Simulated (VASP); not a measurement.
# CoO (Fm-3m) in VASP: relaxation of cell and atoms with PBE

Aim: the relaxation of cell and atoms of CoO with PBE.

All numbers are computed with VASP 6.6.1; they aren't measurements. Logs are shortened: lines on timing, memory, paths and dates and some standing lists are left out, and cuts for length are marked.

### Step 1. The cell of the first run

The structure is cubic, space group Fm-3m (No. 225). The conventional cell has a = 3.882 Å, b = 3.882 Å, c = 3.882 Å, α = 90.00°, β = 90.00°, γ = 90.00°. Within 2.6 Å of Co (site symmetry m-3m) lie 6 O at 1.94 Å. O (site symmetry m-3m) has 6 Co at 1.94 Å within 2.6 Å.

### Step 2. Relaxation of cell and atoms, PBE, collinear spin, ferromagnetic start

INCAR

```
PREC = Accurate
ENCUT = 600
EDIFF = 1E-6
ISMEAR = -1
SIGMA = 0.1
LREAL = F
LASPH = T
NELM = 150
ALGO = Normal
ISIF = 3
LWAVE = F
LCHARG = F
ISPIN = 2
MAGMOM = 1.7 0
LORBIT = 11
LMAXMIX = 4
GGA = PE
IBRION = 2
NSW = 80
EDIFFG = -0.01
```

KPOINTS

```
Automatic mesh
0
Gamma
  15 15 15
```

POSCAR

```
CoO
1.0
    0.0000000000      1.9412000000      1.9412000000
    1.9412000000      0.0000000000      1.9412000000
    1.9412000000      1.9412000000      0.0000000000
Co O
1 1
Direct
    0.0000000000      0.0000000000      0.0000000000
    0.5000000000      0.5000000000      0.5000000000
```

Potentials or basis: VASP PAW PBE potentials, release 64 (Co, O).

The run is started by

```console
cat potpaw_PBE.64/Co/POTCAR potpaw_PBE.64/O/POTCAR > POTCAR
mpirun -np 1 vasp_std > vasp.out
```

OUTCAR:

```text
PREC = Accurate
   ENCUT = 600
   EDIFF = 1E-6
   ISMEAR = -1
   LREAL = F
   LASPH = T
   NELM = 150
   ISIF = 3
   ISPIN = 2
   LORBIT = 11
   GGA = PE
   IBRION = 2
   NSW = 80
   EDIFFG = -0.01

 ion  position               nearest neighbor table
   1  0.000  0.000  0.000-   2 1.94   2 1.94   2 1.94   2 1.94   2 1.94   2 1.94
   2  0.500  0.500  0.500-   1 1.94   1 1.94   1 1.94   1 1.94   1 1.94   1 1.94

  LATTYP: Found a face centered cubic cell.
 ALAT       =     3.8824000000

  Lattice vectors:

 A1 = (   0.0000000000,   1.9412000000,   1.9412000000)
 A2 = (   1.9412000000,   0.0000000000,   1.9412000000)
 A3 = (   1.9412000000,   1.9412000000,   0.0000000000)

Analysis of symmetry for initial positions (statically):
=====================================================================
 Subroutine PRICEL returns:
 Original cell was already a primitive cell.

 Routine SETGRP: Setting up the symmetry group for a
 face centered cubic supercell.

 Subroutine GETGRP returns: Found 48 space group operations
 (whereof 48 operations were pure point group operations)
 out of a pool of 48 trial point group operations.

The static configuration has the point symmetry O_h .

Analysis of symmetry for dynamics (positions and initial velocities):
=====================================================================
 Subroutine PRICEL returns:
 Original cell was already a primitive cell.

 Routine SETGRP: Setting up the symmetry group for a
 face centered cubic supercell.

 Subroutine GETGRP returns: Found 48 space group operations
 (whereof 48 operations were pure point group operations)
 out of a pool of 48 trial point group operations.

The dynamic configuration has the point symmetry O_h .

Analysis of structural, dynamic, and magnetic symmetry:
=====================================================================
 Subroutine PRICEL returns:
 Original cell was already a primitive cell.

 Routine SETGRP: Setting up the symmetry group for a
 face centered cubic supercell.

 Subroutine GETGRP returns: Found 48 space group operations
 (whereof 48 operations were pure point group operations)
 out of a pool of 48 trial point group operations.

The overall configuration has the point symmetry O_h .

 Subroutine INISYM returns: Found 48 space group operations
 (whereof 48 operations are pure point group operations),
 and found     1 'primitive' translations

----------------------------------------------------------------------------------------

                                     Primitive cell

  volume of cell :      14.6299

  direct lattice vectors                    reciprocal lattice vectors
     0.000000000  1.941200000  1.941200000    -0.257572635  0.257572635  0.257572635
     1.941200000  0.000000000  1.941200000     0.257572635 -0.257572635  0.257572635
     1.941200000  1.941200000  0.000000000     0.257572635  0.257572635 -0.257572635

  length of vectors
     2.745271367  2.745271367  2.745271367     0.446128891  0.446128891  0.446128891

  position of ions in fractional coordinates (direct lattice)
     0.000000000  0.000000000  0.000000000
     0.500000000  0.500000000  0.500000000

  ion indices of the primitive-cell ions
   primitive index   ion index
                 1           1
                 2           2

----------------------------------------------------------------------------------------

 KPOINTS: Automatic mesh

Automatic generation of k-mesh.
 Grid dimensions read from file:
 generate k-points for:   15   15   15

 Generating k-lattice:

  Cartesian coordinates                     Fractional coordinates (reciprocal lattice)
    -0.017171509  0.017171509  0.017171509     0.066666667  0.000000000  0.000000000
     0.017171509 -0.017171509  0.017171509     0.000000000  0.066666667  0.000000000
     0.017171509  0.017171509 -0.017171509     0.000000000  0.000000000  0.066666667

  Length of vectors
     0.029741926  0.029741926  0.029741926

  Shift w.r.t. Gamma in fractional coordinates (k-lattice)
     0.000000000  0.000000000  0.000000000

 Subroutine IBZKPT returns following result:
 ===========================================

 Found    120 irreducible k-points:

 Following reciprocal coordinates:
            Coordinates               Weight
  0.000000  0.000000  0.000000      1.000000
  0.066667  0.000000  0.000000      8.000000
  0.133333  0.000000  0.000000      8.000000
  0.200000  0.000000  0.000000      8.000000
  0.266667  0.000000  0.000000      8.000000
  0.333333  0.000000  0.000000      8.000000
[... 16 lines left out ...]
  0.133333  0.133333  0.000000      6.000000
  0.200000  0.133333  0.000000     24.000000
 [... further k-points ...]
   k-points           NKPTS =    120   k-points in BZ     NKDIM =    120   number of bands    NBANDS=     12
   number of dos      NEDOS =    301   number of ions     NIONS =      2
   total plane-waves  NPLWV =  13824
   dimension x,y,z NGX =    24 NGY =   24 NGZ =   24
   dimension x,y,z NGXF=    48 NGYF=   48 NGZF=   48
   ions per type =               1   1
   NGX,Y,Z   is equivalent  to a cutoff of  14.53, 14.53, 14.53 a.u.
   NGXF,Y,Z  is equivalent  to a cutoff of  29.07, 29.07, 29.07 a.u.
 SYSTEM =  unknown system
   PREC   = accura    normal or accurate (medium, high low for compatibility)
   ISTART =      0    job   : 0-new  1-cont  2-samecut
   ICHARG =      2    charge: 1-file 2-atom 10-const
   ISPIN  =      2    spin polarized calculation?
   LNONCOLLINEAR =      F non collinear calculations
   LSORBIT =      F    spin-orbit coupling
   LASPH  =      T    aspherical Exc in radial PAW
   ENCUT  =  600.0 eV  44.10 Ry    6.64 a.u.   5.48  5.48  5.48*2*pi/ulx,y,z
   NELM   =    150;   NELMIN=  2; NELMDL= -5     # of ELM steps
   EDIFF  = 0.1E-05   stopping-criterion for ELM
   LREAL  =      F    real-space projection
   EDIFFG = -.1E-01   stopping-criterion for IOM
   NSW    =     80    number of steps for IOM
   IBRION =      2    ionic relax: 0-MD 1-quasi-New 2-CG
   NFREE  =      1    steps in history (QN), initial steepest desc. (CG)
   ISIF   =      3    stress and relaxation
   ISYM   =      2    0-nonsym 1-usesym 2-fastsym
   POTIM  = 0.5000    time-step for ionic-motion
   TEBEG  =    0.0;   TEEND  =   0.0 temperature during run
   PSTRESS=    0.0 pullay stress
   NELECT =      15.0000    total number of electrons
   NUPDOWN=      -1.0000    fix difference up-down
   EMIN   =  10.00;   EMAX   =-10.00  energy-range for DOS
   EFERMI =   0.00;   METHOD = LEGACY
   ISMEAR =    -1;   SIGMA  =   0.10  broadening in eV -4-tet -1-fermi 0-gaus
   EFERMI_NEDOS =   21; number of points for ismear=-14 and -15
   IALGO  =     38    algorithm
   IMIX   =      4    mixing-type and parameters
     AMIX     =   0.40;   BMIX     =  1.00
     AMIX_MAG =   1.60;   BMIX_MAG =  1.00
  volume/ion in A,a.u.               =       7.31        49.36
  Fermi-wavevector in a.u.,A,eV,Ry     =   1.650789  3.119539 37.077307  2.725105
  Thomas-Fermi vector in A             =   2.739679
   LORBIT       =     11    0 simple, 1 ext, 2 COOP (PROOUT), +10 PAW based schemes
   GGA     = PE    functional components
   LHFCALC =     F    Hartree Fock is set to
   AEXX    =    0.0000 exact exchange contribution
   IVDW    =     0    specifies the selected vdW correction
   LEPSILON=     F    determine dielectric tensor
   LRPA    =     F    only Hartree local field effects (RPA)
 conjugate gradient relaxation of ions
 spin polarized calculation
  energy-cutoff  :      600.00
  volume of cell :       14.63
 maximum number of plane-waves:       531
 NGX is ok and might be reduce to    24
   NGX = 11   NGY = 11   NGZ = 11

--------------------------------------- Ionic step        1  -------------------------------------------

 number of electron      15.0000002 magnetization       0.7783596

 Free energy of the ion-electron system (eV)
  ---------------------------------------------------
  ext. energy  EPLUGINS =         0.00000000
  ---------------------------------------------------
  free energy    TOTEN  =       -12.37123873 eV

  energy without entropy =      -12.30800469  energy(sigma->0) =      -12.33962171

 E-fermi :  12.2830     XC(G=0): -14.0978

 val. band max:       12.2797905268   @ k =  -0.4000   0.2667   0.0000
 cond. band min:      12.2870740119   @ k =   0.2667   0.1333   0.0000
 fundamental gap:      0.0072834850
 Fermi energy:        12.2830276053

 spin component 1

 k-point     1 :       0.0000    0.0000    0.0000
  band No.  band energies     occupation
      1     -10.9247      1.00000
      2       7.6710      1.00000
      3       7.6710      1.00000
      4       7.6710      1.00000
      5       9.6931      1.00000
      6       9.6933      1.00000
      7       9.6933      1.00000
      8       9.9728      1.00000
      9       9.9730      1.00000
     10      15.2882      0.00000
     11      30.0285      0.00000
     12      33.1891      0.00000
[... 810 lines left out ...]
  FREE ENERGIE OF THE ION-ELECTRON SYSTEM (eV)
  ---------------------------------------------------
  free  energy   TOTEN  =       -13.1060021006 eV

  energy  without entropy=      -12.9866315362  energy(sigma->0) =      -13.04631682

[... ionic steps 4 to 14 ...]

--------------------------------------- Ionic step       15  -------------------------------------------

 number of electron      15.0000004 magnetization       2.7939297

------------------------ aborting loop because EDIFF is reached ----------------------------------------

  FORCE on cell =-STRESS in cart. coord.  units (eV):
  Direction    XX          YY          ZZ          XY          YZ          ZX
  --------------------------------------------------------------------------------------
  -------------------------------------------------------------------------------------
  Total        0.0627078      0.0627078      0.0627078      0.0000000      0.0000000     -0.0000000
  in kB        5.2825179      5.2825179      5.2825179      0.0000000      0.0000000     -0.0000000
  external PRESSURE =       5.2825179 kB  Pullay stress =       0.0000000 kB
[... 57 lines left out ...]
  energy  without entropy=      -12.9866220905  energy(sigma->0) =      -13.04630281

--------------------------------------- Ionic step       17  -------------------------------------------

 number of electron      15.0000004 magnetization       2.7997204

 Free energy of the ion-electron system (eV)
  ---------------------------------------------------
  ext. energy  EPLUGINS =         0.00000000
  ---------------------------------------------------
  free energy    TOTEN  =       -13.10601989 eV

  energy without entropy =      -12.98665486  energy(sigma->0) =      -13.04633738

 E-fermi :   8.1004     XC(G=0): -12.4868

 val. band max:        8.0980773855   @ k =   0.4000   0.2667   0.1333
 cond. band min:       8.1013068875   @ k =  -0.4667   0.1333   0.0667
 fundamental gap:      0.0032295020
 Fermi energy:         8.1004176957

 spin component 1

 k-point     1 :       0.0000    0.0000    0.0000
  band No.  band energies     occupation
      1     -12.2197      1.00000
      2       4.8939      1.00000
      3       4.8939      1.00000
      4       4.9214      1.00000
      5       4.9214      1.00000
      6       4.9214      1.00000
      7       5.0885      1.00000
      8       5.0885      1.00000
      9       5.0885      1.00000
     10       9.1798      0.00002
     11      25.0034      0.00000
     12      26.3611      0.00000
[... 738 lines left out ...]
  FREE ENERGIE OF THE ION-ELECTRON SYSTEM (eV)
  ---------------------------------------------------
  free  energy   TOTEN  =       -13.1060198913 eV

  energy  without entropy=      -12.9866548596  energy(sigma->0) =      -13.04633738

 reached required accuracy - stopping structural energy minimisation

 total charge

# of ion       s       p       d       tot
------------------------------------------
    1        0.297   0.364   7.161   7.822
    2        1.558   3.427   0.000   4.985
--------------------------------------------------
tot          1.855   3.791   7.161  12.807

 magnetization (x)

# of ion       s       p       d       tot
------------------------------------------
    1        0.021   0.018   2.445   2.484
    2        0.029   0.239   0.000   0.267
--------------------------------------------------
tot          0.049   0.257   2.445   2.751
```

It took 5.5 min on 1 thread of Intel Xeon Platinum 8259CL at 2.50GHz (Skylake/Cascade Lake), shared host; peak memory 0.19 GiB.

What came out:

| Item | Value |
| --- | --- |
| Free energy | -13.1060 eV |
| Relaxed volume | 9.53 Å³/atom |
| Relaxed cell | a = 2.998 Å, b = 2.998 Å, c = 2.998 Å, α = 60.00°, β = 60.00°, γ = 60.00° |
| Space group after relaxing (to 0.1 Å) | Fm-3m (No. 225) |
| Energy gained by relaxing | 367.4 meV/atom |
| Ionic steps | 17 |
| Pressure after relaxing | 0.1 GPa |
| Net moment | 2.80 μB per cell |
| Site moments | Co +2.48; O +0.27 μB |
| Valence electrons inside the program's atomic spheres | Co 7.82; O 4.99 |

The path:
```
step  energy change (eV)  largest force (eV/Å)  pressure (GPa)  volume (Å³)
   1              0.0000                0.0000           60.27        14.63
   2             -0.6198                0.0000          -15.63        21.26
   3             -0.7348                0.0000           -0.29        19.10
   4             -0.7347                0.0000            0.55        19.00
   5             -0.7347                0.0000            0.62        19.00
   6             -0.7347                0.0000            0.60        19.01
   7             -0.7347                0.0000            0.55        19.01
   8             -0.7347                0.0000            0.57        19.01
   9             -0.7347                0.0000            0.57        19.01
  10             -0.7347                0.0000            0.57        19.01
  11             -0.7347                0.0000            0.56        19.01
  12             -0.7347                0.0000            0.54        19.01
  13             -0.7347                0.0000            0.50        19.01
  14             -0.7347                0.0000            0.58        19.01
  15             -0.7347                0.0000            0.53        19.02
  16             -0.7347                0.0000            0.30        19.03
  17             -0.7348                0.0000            0.13        19.06
```

Final structure:
```
Co O
1.0
     0.00000    2.12014    2.12014
     2.12014    0.00000    2.12014
     2.12014    2.12014    0.00000
Co O
1 1
Direct
  0.00000 0.00000 0.00000
  0.50000 0.50000 0.50000
```

Levels at points of the mesh, in eV from the Fermi level:
Spin up:
```tsv
k point	band 6	band 7	band 8	band 9	band 10	band 11	band 12
(0.00, 0.00, 0.00)	-3.18	-3.01	-3.01	-3.01	1.08	16.90	18.26
```
Spin down:
```
           k point  band 4  band 5  band 6  band 7  band 8  band 9
(0.00, 0.00, 0.00)   -2.67   -1.12   -1.12   -1.12    0.05    0.05
```

Caveat: the volume moved by over 15 % at a fixed basis, so the end points are rough; a cell with one magnetic atom can't hold antiferromagnetic order, which such compounds often take; semilocal functionals often make such compounds metallic where correlation or magnetic order opens a gap, which also shifts bond lengths.
